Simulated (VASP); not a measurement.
Wanted: the native input for a VASP 6.6.1 run.

```
Task                   : single point
Functional             : PBEsol
Potentials or basis    : VASP PAW PBE potentials, release 64 (Ti_sv, O)
Cutoff                 : 520 eV
k mesh                 : 10 × 10 × 10
Occupations            : fermi-dirac, width 0.05 eV
Spin                   : no spin polarisation
Dipole correction      : no
Further INCAR settings : ALGO = Normal; EDIFF = 1e-06; NBANDS = 19
```

The structure of TiO2 lies in POSCAR:

```
TiO2
1.0
    1.4667648451      0.8468370781      6.8390239066
   -1.4667648451      0.8468370781      6.8390239066
    0.0000000000     -1.6936741564      6.8390239066
Ti O
1 2
Direct
    0.0000000000      0.0000000000      0.0000000000
    0.3795330000      0.3795330000      0.3795330000
    0.6204670000      0.6204670000      0.6204670000
```

One way to write it, as run:

INCAR

```
SYSTEM = TiO2
ALGO = Normal ; EDIFF = 1E-6
ENCUT = 520 ; GGA = PS
ISIF = 2 ; ISMEAR = -1
LASPH = .True. ; LCHARG = .True.
LELF = .True. ; LREAL = .False.
LVHAR = .True. ; LWAVE = .False.
NBANDS = 19 ; NELM = 60
PREC = Accurate ; SIGMA = 0.05
```

KPOINTS

```
k-points
0
Gamma
  10 10 10
  0 0 0
```

Potentials or basis: VASP PAW PBE potentials, release 64 (Ti_sv, O).

Command:

```console
$ cat potpaw_PBE.64/Ti_sv/POTCAR potpaw_PBE.64/O/POTCAR > POTCAR
$ mpirun -np 1 vasp_std > vasp.out
```

Results of the run:

| Quantity | Value |
| --- | --- |
| Pressure | 4.6 GPa |
| Largest force | 0.557 eV/Å |
| Band gap on the k mesh | 2.84 eV (least direct gap 3.00 eV) |

Caveat: the cell stands under pressure; the PAW data sets were made with another functional, which shifts forces and pressure a little.

It took 5.1 min on 1 thread of Intel(R) Xeon(R) 6975P-C (Granite Rapids) (shared host), peak memory 0.44 GiB.
